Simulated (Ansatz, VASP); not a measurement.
# Sb: VASP beside Ansatz

```xyz
2
Lattice="2.1506 1.2416 3.6317 -2.1506 1.2416 3.6317 0.0000 -2.4833 3.6317" Properties=species:S:1:pos:R:3 pbc="T T T"
Sb    0.0000    0.0000    2.5455
Sb    0.0000    0.0000    8.3495
```

Change from the starting cell: zz strain of -3 %, crystal datasets.

Alike in both runs: task electric field gradients; functional PBEsol; k mesh 9 × 9 × 9; occupations fermi-dirac, width 0.05 eV; no spin polarisation.

|  | VASP | Ansatz |
| --- | --- | --- |
| version | VASP 6.6.1 | Ansatz 0.2.0 |
| potentials or method | VASP PAW PBE potentials, release 64 (Sb), cutoff 400 eV | all-electron PAW with datasets made for the crystal, scalar-relativistic |

Ansatz gave:

| Item | Value |
| --- | --- |
| pressure (GPa) | 2.1 |
| traceless stress, the component that is largest in VASP (GPa) | 0.28 |
| rms of the force components (eV/Å) | 0.192 |
| size of Vzz on the site where it differs most (V/Å²) | 56.9 |

**Question.** Estimate VASP's values.

**Answer.** Pressure (GPa): 2.3; traceless stress, the component that is largest in VASP (GPa): 0.21; rms of the force components (eV/Å): 0.227; size of Vzz on the site where it differs most (V/Å²): 52.4.

VASP's potentials were made for PBE, not for PBEsol. Atom by atom the forces differ by 0.035 eV/Å (rms over components). Ansatz ran all-electron here, and VASP with PAW potentials.

Neither program's run includes spin-orbit coupling.
